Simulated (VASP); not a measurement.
# Si (R-3m) in VASP: notebook

Si is run at these levels: HSE06; tasks: single point.

Program: VASP 6.6.1. These are calculated values, not measurements. Logs are shortened: lines on timing, memory, paths and dates and some standing lists are left out, and cuts for length are marked.

## Step 1: The cell of the first run

It takes space group R-3m (No. 166, trigonal). Conventional cell: a = 3.811 Å, b = 3.811 Å, c = 9.470 Å, α = 90.00°, β = 90.00°, γ = 120.00°. Within 3.1 Å of Si (site symmetry 3m) lie 4 Si at 2.34 to 2.36 Å.

## Step 2: Single point, HSE06 (epitaxial 111 strain -1.0%)

The input, POSCAR:

```
Si
1.0
    0.0258862294      2.7207839361      2.7207839361
    2.7207839361      0.0258862294      2.7207839361
    2.7207839361      2.7207839361      0.0258862294
Si
2
Direct
    0.0006120971      0.0006120971      0.0006120971
    0.2493879029      0.2493879029      0.2493879029
```

The input, INCAR.step1:

```
SYSTEM = Si
ALGO = Normal
EDIFF = 1E-5
ENCUT = 520
GGA = PE
ISIF = 2
ISMEAR = 0
LASPH = .True.
LCHARG = .False.
LREAL = .False.
LWAVE = .True.
NBANDS = 11
NELM = 60
PREC = Accurate
SIGMA = 0.01
```

The input, INCAR.step2:

```
SYSTEM = Si
ALGO = Normal
EDIFF = 1E-6
ENCUT = 520
GGA = PE
HFSCREEN = 0.2079
ISIF = 2
ISMEAR = 0
ISTART = 1
LASPH = .True.
LCHARG = .False.
LHFCALC = .True.
LREAL = .False.
LWAVE = .False.
NBANDS = 11
NELM = 60
PREC = Accurate
PRECFOCK = Normal
SIGMA = 0.01
```

The input, KPOINTS:

```
k-points
0
Gamma
  6 6 6
  0 0 0
```

Potentials or basis: VASP PAW PBE potentials, release 64 (Si).

The run is started by

```console
cat potpaw_PBE.64/Si/POTCAR > POTCAR
cp INCAR.step1 INCAR
mpirun -np 1 vasp_std > vasp.out
cp INCAR.step2 INCAR
mpirun -np 1 vasp_std > vasp.out
```

OUTCAR:

```text
SYSTEM = Si
   EDIFF = 1E-6
   ENCUT = 520
   GGA = PE
   HFSCREEN = 0.2079
   ISIF = 2
   ISMEAR = 0
   ISTART = 1
   LASPH = .True.
   LHFCALC = .True.
   LREAL = .False.
   NELM = 60
   PREC = Accurate
   PRECFOCK = Normal

 ion  position               nearest neighbor table
   1  0.001  0.001  0.001-   2 2.34   2 2.34   2 2.34   2 2.36
   2  0.249  0.249  0.249-   1 2.34   1 2.34   1 2.34   1 2.36

  LATTYP: Found a trigonal (rhomboedric) cell.
 ALAT       =     3.8478566177
 COS(alpha) =     0.5094911941

  Lattice vectors:

 A1 = (   0.0258862294,   2.7207839361,   2.7207839361)
 A2 = (   2.7207839361,   0.0258862294,   2.7207839361)
 A3 = (   2.7207839361,   2.7207839361,   0.0258862294)

Analysis of symmetry for initial positions (statically):
=====================================================================
 Subroutine PRICEL returns:
 Original cell was already a primitive cell.

 Routine SETGRP: Setting up the symmetry group for a
 trigonal (rhombohedral) supercell.

 Subroutine GETGRP returns: Found 12 space group operations
 (whereof  6 operations were pure point group operations)
 out of a pool of 12 trial point group operations.

The static configuration has the point symmetry C_3v.
 The point group associated with its full space group is D_3d.

Analysis of symmetry for dynamics (positions and initial velocities):
=====================================================================
 Subroutine PRICEL returns:
 Original cell was already a primitive cell.

 Routine SETGRP: Setting up the symmetry group for a
 trigonal (rhombohedral) supercell.

 Subroutine GETGRP returns: Found 12 space group operations
 (whereof  6 operations were pure point group operations)
 out of a pool of 12 trial point group operations.

The dynamic configuration has the point symmetry C_3v.
 The point group associated with its full space group is D_3d.

 Subroutine INISYM returns: Found 12 space group operations
 (whereof  6 operations are pure point group operations),
 and found     1 'primitive' translations

----------------------------------------------------------------------------------------

                                     Primitive cell

  volume of cell :      39.7072

  direct lattice vectors                    reciprocal lattice vectors
     0.025886229  2.720783936  2.720783936    -0.186414238  0.184657361  0.184657361
     2.720783936  0.025886229  2.720783936     0.184657361 -0.186414238  0.184657361
     2.720783936  2.720783936  0.025886229     0.184657361  0.184657361 -0.186414238

  length of vectors
     3.847856618  3.847856618  3.847856618     0.320853471  0.320853471  0.320853471

  position of ions in fractional coordinates (direct lattice)
     0.000612097  0.000612097  0.000612097
     0.249387903  0.249387903  0.249387903

  ion indices of the primitive-cell ions
   primitive index   ion index
                 1           1
                 2           2

----------------------------------------------------------------------------------------

 KPOINTS: k-points

Automatic generation of k-mesh.
 Grid dimensions read from file:
 generate k-points for:    6    6    6

 Generating k-lattice:

  Cartesian coordinates                     Fractional coordinates (reciprocal lattice)
    -0.031069040  0.030776227  0.030776227     0.166666667  0.000000000  0.000000000
     0.030776227 -0.031069040  0.030776227     0.000000000  0.166666667  0.000000000
     0.030776227  0.030776227 -0.031069040     0.000000000  0.000000000  0.166666667

  Length of vectors
     0.053475578  0.053475578  0.053475578

  Shift w.r.t. Gamma in fractional coordinates (k-lattice)
     0.000000000  0.000000000  0.000000000

 Subroutine IBZKPT returns following result:
 ===========================================

 Found     32 irreducible k-points:

 Following reciprocal coordinates:
            Coordinates               Weight
  0.000000  0.000000  0.000000      1.000000
  0.166667  0.000000  0.000000      6.000000
  0.333333  0.000000 -0.000000      6.000000
  0.500000  0.000000  0.000000      3.000000
  0.166667  0.166667  0.000000      6.000000
  0.333333  0.166667  0.000000     12.000000
[... 16 lines left out ...]
  0.500000  0.500000  0.166667      6.000000
 -0.333333  0.500000  0.166667     12.000000
 [... further k-points ...]
   k-points           NKPTS =     32   k-points in BZ     NKDIM =    216   number of bands    NBANDS=     11
   number of dos      NEDOS =    301   number of ions     NIONS =      2
   total plane-waves  NPLWV =  27000
   dimension x,y,z NGX =    30 NGY =   30 NGZ =   30
   dimension x,y,z NGXF=    60 NGYF=   60 NGZF=   60
   ions per type =               2
   NGX,Y,Z   is equivalent  to a cutoff of  12.96, 12.96, 12.96 a.u.
   NGXF,Y,Z  is equivalent  to a cutoff of  25.92, 25.92, 25.92 a.u.
 SYSTEM =  Si
   PREC   = accura    normal or accurate (medium, high low for compatibility)
   ISTART =      1    job   : 0-new  1-cont  2-samecut
   ICHARG =      0    charge: 1-file 2-atom 10-const
   ISPIN  =      1    spin polarized calculation?
   LNONCOLLINEAR =      F non collinear calculations
   LSORBIT =      F    spin-orbit coupling
   LASPH  =      T    aspherical Exc in radial PAW
   ENCUT  =  520.0 eV  38.22 Ry    6.18 a.u.   7.15  7.15  7.15*2*pi/ulx,y,z
   NELM   =     60;   NELMIN=  2; NELMDL=  0     # of ELM steps
   EDIFF  = 0.1E-05   stopping-criterion for ELM
   LREAL  =      F    real-space projection
   EDIFFG = 0.1E-04   stopping-criterion for IOM
   NSW    =      0    number of steps for IOM
   IBRION =     -1    ionic relax: 0-MD 1-quasi-New 2-CG
   NFREE  =      0    steps in history (QN), initial steepest desc. (CG)
   ISIF   =      2    stress and relaxation
   ISYM   =      3    0-nonsym 1-usesym 2-fastsym
   POTIM  = 0.5000    time-step for ionic-motion
   TEBEG  =    0.0;   TEEND  =   0.0 temperature during run
   PSTRESS=    0.0 pullay stress
   NELECT =       8.0000    total number of electrons
   NUPDOWN=      -1.0000    fix difference up-down
   EMIN   =  10.00;   EMAX   =-10.00  energy-range for DOS
   EFERMI =   0.00;   METHOD = LEGACY
   ISMEAR =     0;   SIGMA  =   0.01  broadening in eV -4-tet -1-fermi 0-gaus
   EFERMI_NEDOS =   21; number of points for ismear=-14 and -15
   IALGO  =     38    algorithm
   IMIX   =      1    mixing-type and parameters
     AMIX     =   0.40;   BMIX     =  1.00
     AMIX_MAG =   1.60;   BMIX_MAG =  1.00
  volume/ion in A,a.u.               =      19.85       133.98
  Fermi-wavevector in a.u.,A,eV,Ry     =   0.959728  1.813623 12.532030  0.921078
  Thomas-Fermi vector in A             =   2.088950
   LORBIT       =      0    0 simple, 1 ext, 2 COOP (PROOUT), +10 PAW based schemes
   GGA     = PE    functional components
   LHFCALC =     T    Hartree Fock is set to
   PRECFOCK=normal    Normal, Fast or Accurate (Low or Medium for compatibility)
   ENCUT4O =  -1.0   cutoff for four orbital integrals eV
   NKREDX  =     1    reduce k-point grid by
   NKREDY  =     1    reduce k-point grid by
   NKREDZ  =     1    reduce k-point grid by
   AEXX    =    0.2500 exact exchange contribution
   HFSCREEN=    0.2079 screening length (either q_TF or 0.3 A-1)
   HFSCREENC=   0.2079 screening length for correlation (either q_TF or 0.3 A-1)
   ENCUTFOCK=  -1.0 apply spherical cutoff to Coloumb kernel
   IVDW    =     0    specifies the selected vdW correction
   LEPSILON=     F    determine dielectric tensor
   LRPA    =     F    only Hartree local field effects (RPA)
 non-spin polarized calculation
 Gauss-broadening in eV      SIGMA  =   0.01
  energy-cutoff  :      520.00
  volume of cell :       39.71
 maximum number of plane-waves:      1076
 NGX is ok and might be reduce to    30
  NGX = 24; NGY = 24; NGZ = 24

 number of electron       8.0000000 magnetization

 Free energy of the ion-electron system (eV)
  ---------------------------------------------------
  ext. energy  EPLUGINS =         0.00000000
  ---------------------------------------------------
  free energy    TOTEN  =       -12.52877025 eV

  energy without entropy =      -12.52877025  energy(sigma->0) =      -12.52877025

 E-fermi :   5.6661     XC(G=0):  -7.8732

 val. band max:        5.6081934767   @ k =   0.0000   0.0000   0.0000
 cond. band min:       6.7623707072   @ k =   0.5000   0.5000  -0.0000
 fundamental gap:      1.1541772305
 Fermi energy:         5.6661101795

 k-point     1 :       0.0000    0.0000    0.0000
  band No.  band energies     occupation
      1      -7.7899      2.00000
      2       5.4654      2.00000
      3       5.6082      2.00000
      4       5.6082      2.00000
      5       8.7498      0.00000
      6       8.9500      0.00000
      7       8.9500      0.00000
      8      10.0165      0.00000
      9      14.3545      0.00000
     10      14.3545      0.00000
     11      14.3974      0.00000

 k-point     2 :       0.1667    0.0000    0.0000
  band No.  band energies     occupation
      1      -7.3835      2.00000
      2       3.0353      2.00000
      3       5.0089      2.00000
      4       5.1143      2.00000
      5       8.6576      0.00000
      6       9.5008      0.00000
      7       9.6465      0.00000
      8      12.1334      0.00000
      9      13.5973      0.00000
     10      13.6704      0.00000
     11      15.6307      0.00000

 k-point     3 :       0.3333    0.0000   -0.0000
  band No.  band energies     occupation
      1      -6.2363      2.00000
      2      -0.3121      2.00000
      3       4.4046      2.00000
      4       4.4793      2.00000
      5       8.0268      0.00000
      6       9.8226      0.00000
      7       9.9212      0.00000
      8      14.3627      0.00000
      9      14.5853      0.00000
     10      14.7356      0.00000
     11      15.8323      0.00000
[... 267 lines left out ...]
 k-point    23 :       0.5000    0.5000    0.1667
  band No.  band energies     occupation
      1      -4.3837      2.00000
      2      -1.7035      2.00000
      3       1.5386      2.00000
      4       2.8084      2.00000
      5       7.2864      0.00000
      6       8.9231      0.00000
      7      14.2473      0.00000
      8      14.3710      0.00000
      9      17.4387      0.00000
     10      17.4520      0.00000
     11      19.1949      0.00000

 k-point    24 :      -0.3333    0.5000    0.1667
  band No.  band energies     occupation
      1      -3.0357      2.00000
      2      -2.9602      2.00000
      3       1.5277      2.00000
      4       1.5900      2.00000
      5       8.9223      0.00000
      6       9.1199      0.00000
      7      13.2849      0.00000
      8      13.5432      0.00000
      9      17.4968      0.00000
     10      17.5093      0.00000
     11      19.9242      0.00000

 [... further k-points ...]

------------------------ aborting loop because EDIFF is reached ----------------------------------------

  FORCE on cell =-STRESS in cart. coord.  units (eV):
  Direction    XX          YY          ZZ          XY          YZ          ZX
  --------------------------------------------------------------------------------------
  -------------------------------------------------------------------------------------
  Total        0.2623766      0.2623766      0.2623766     -0.1975024     -0.1975024     -0.1975024
  in kB       10.5868319     10.5868319     10.5868319     -7.9691738     -7.9691738     -7.9691738
  external PRESSURE =      10.5868319 kB  Pullay stress =       0.0000000 kB

 VOLUME and BASIS-vectors are now :
 -----------------------------------------------------------------------------
  energy-cutoff  :      520.00
  volume of cell :       39.71
      direct lattice vectors                 reciprocal lattice vectors
     0.025886229  2.720783936  2.720783936    -0.186414238  0.184657361  0.184657361
     2.720783936  0.025886229  2.720783936     0.184657361 -0.186414238  0.184657361
     2.720783936  2.720783936  0.025886229     0.184657361  0.184657361 -0.186414238

 POSITION                                       TOTAL-FORCE (eV/Angst)
 -----------------------------------------------------------------------------------
      0.00335      0.00335      0.00335        -0.001512     -0.001512     -0.001512
      1.36352      1.36352      1.36352         0.001512      0.001512      0.001512
 -----------------------------------------------------------------------------------
    total drift:                                0.000000      0.000000      0.000000

  FREE ENERGIE OF THE ION-ELECTRON SYSTEM (eV)
  ---------------------------------------------------
  free  energy   TOTEN  =       -12.5287702537 eV

  energy  without entropy=      -12.5287702537  energy(sigma->0) =      -12.52877025
```

It took 18 min on 1 thread of AMD EPYC 7R13 (Zen 3), shared host; peak memory 0.25 GiB.

Results:

| Item | Value |
| --- | --- |
| Free energy | -12.5288 eV |
| Pressure | 1.1 GPa |
| Band gap on the k mesh | 1.15 eV (least direct gap 3.14 eV) |

Forces on the atoms (eV/Å):
```
Si  -0.002 -0.002 -0.002
Si   0.002  0.002  0.002
```

Caveat: the cell differs from its parent crystal (epitaxial 111 strain -1.0%); the PAW data sets were made with another functional, which shifts forces and pressure a little.

[end of part 1 of 2]
